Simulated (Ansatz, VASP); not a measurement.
## GdInGa: VASP beside Ansatz

```
Ga Gd In
1.0
     7.69911    0.00000    0.00000
    -3.84956    6.66763    0.00000
     0.00000    0.00000    3.97954
Ga Gd In
3 3 3
Direct
  0.00000 0.00000 0.50000
  0.33330 0.66670 0.00000
  0.66670 0.33330 0.00000
  0.59500 0.00000 0.50000
  0.40500 0.40500 0.50000
  0.00000 0.59500 0.50000
  0.25500 0.00000 0.00000
  0.74500 0.74500 0.00000
  0.00000 0.25500 0.00000
```

Alike in both runs: task single point; functional PBE; k mesh 4 × 4 × 6; collinear spin.

```csv
,VASP,Ansatz
version,VASP 6.6.1,Ansatz 0.2.0
potentials or method,"VASP PAW PBE potentials, release 64 (Ga_d, Gd, In_d), cutoff 600 eV",PAW plane waves
occupations,"fermi-dirac, width 0.1 eV",fermi-dirac
valence electrons in the cell,132,132
```

VASP gave:

| Quantity | Value |
| --- | --- |
| pressure (GPa) | 3.6 |
| traceless stress, the component that is largest in VASP (GPa) | 2.81 |
| rms of the force components (eV/Å) | 0.158 |
| net moment per atom (μB) | 2.42 |
| size of the moment on the site where the two differ most (μB) | 6.79 |

Question: What did Ansatz give for the same quantities?

Answer: Pressure (GPa): 3.5; traceless stress, the component that is largest in VASP (GPa): 2.82; rms of the force components (eV/Å): 0.150; net moment per atom (μB): 2.42; size of the moment on the site where the two differ most (μB): 7.03.

Site moments also hang on the region over which each program counts them. Atom by atom the forces differ by 0.037 eV/Å (rms over components). Ansatz's warnings: structure snapped to symmetry.

Neither program's run includes spin-orbit coupling.
